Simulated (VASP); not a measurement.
## ZnCu: single point with PBEsol

ZnCu:

```
Zn Cu
1.0
     2.91003    0.00000    0.00000
     0.00000    2.91003    0.00000
     0.00000    0.00000    2.91003
Zn Cu
1 1
Direct
  0.50000 0.50000 0.50000
  0.00000 0.00000 0.00000
```

```json
{
 "Program": "VASP 6.6.1",
 "Task": "single point",
 "Functional": "PBEsol",
 "Potentials or basis": "VASP PAW PBE potentials, release 64 (Zn, Cu)",
 "Cutoff": "520 eV",
 "k mesh": "9 × 9 × 9",
 "Occupations": "fermi-dirac, width 0.05 eV",
 "Spin": "no spin polarisation"
}
```

The pressure is 0.7 GPa.

Levels at points of the mesh, in eV from the Fermi level:
```csv
k point,band 7,band 8,band 9,band 10,band 11,band 12,band 13,band 14,band 15,band 16
"(0.00, 0.00, 0.00)",-3.73,-3.73,-2.84,-2.84,-2.84,6.27,6.27,6.27,11.44,11.44
```

Wall time 17 s on 1 thread of Intel Xeon 8259CL (shared host), peak memory 0.14 GiB.

Caveat: the PAW data sets were made with another functional, which shifts forces and pressure a little.
